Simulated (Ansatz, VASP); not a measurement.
## One calculation of ZnSnS2, two programs

The input INCAR:

```
SYSTEM = ZnSnS2
ALGO = Normal
EDIFF = 1E-6
EDIFFG = -0.04
ENCUT = 600
GGA = PE
IBRION = 2
ISIF = 3
ISMEAR = 0
LASPH = .True.
LCHARG = .False.
LREAL = .False.
LWAVE = .False.
NELM = 60
NSW = 90
PREC = Accurate
SIGMA = 0.1
```

The input KPOINTS:

```
k-points
0
Gamma
  4 4 6
  0 0 0
```

POSCAR

```
ZnSnS2
1.0
    5.2283546400      0.0000000000      0.0000000000
    0.0000000000      5.2283546400      0.0000000000
    0.0000000000      0.0000000000      2.6950338900
Zn Sn S
1 1 2
Direct
    0.0000000000      0.0000000000      0.0000000000
    0.5000000000      0.5000000000      0.5000000000
    0.5000000000      0.0000000000      0.0000000000
    0.0000000000      0.5000000000      0.0000000000
```

Input for Ansatz:

```yaml
crystal:
  lattice:
    - [5.22835464, 0.0, 0.0]
    - [0.0, 5.22835464, 0.0]
    - [0.0, 0.0, 2.69503389]
  atoms:
    - { symbol: Zn, position: [0.0, 0.0, 0.0] }
    - { symbol: Sn, position: [0.5, 0.5, 0.5] }
    - { symbol: S, position: [0.5, 0.0, 0.0] }
    - { symbol: S, position: [0.0, 0.5, 0.0] }
basis:
  ecutwfc: 420
kpoints:
  mp_grid: { grid: [4, 4, 6] }
hamiltonian:
  xc: pbe
scf:
  occupations: { method: gaussian, width: 0.1 }
  lower_state_search: "off"
output:
  forces: true
  stress: true
  eigenvalues: true
relax:
  adjacent_minimum: "off"
  f_tol: 0.04
  max_steps: 70
  cell: { stress_tol: 0.4 }
```

Alike in both runs: task relaxation of cell and atoms; functional PBE; k mesh 4 × 4 × 6; occupations gaussian, width 0.1 eV; no spin polarisation.

|  | VASP | Ansatz |
| --- | --- | --- |
| version | VASP 6.6.1 | Ansatz 0.2.0 |
| potentials or method | VASP PAW PBE potentials, release 64 (Zn, Sn_d, S), cutoff 600 eV | scalar-relativistic, plane waves, PAW |
| valence electrons in the cell | 38 | 38 |

|  | VASP | Ansatz | Ansatz less VASP |
| --- | --- | --- | --- |
| gap on the k mesh at the Fermi level, each at its own relaxed structure (eV) | none | none | - |
| relaxed volume (Å³/atom) | 21.84 | 21.78 | -0.062 |
| relaxed cell length with the largest relative difference (Å) | 3.743 | 3.719 | -0.0238 |

A gap of «none» marks a metal or a gap that the smearing closes.

The k mesh is coarse, so the values compare programs but aren't converged. Noted on VASP's run: the volume moved by over 15 % at a fixed basis, so the end points are rough.
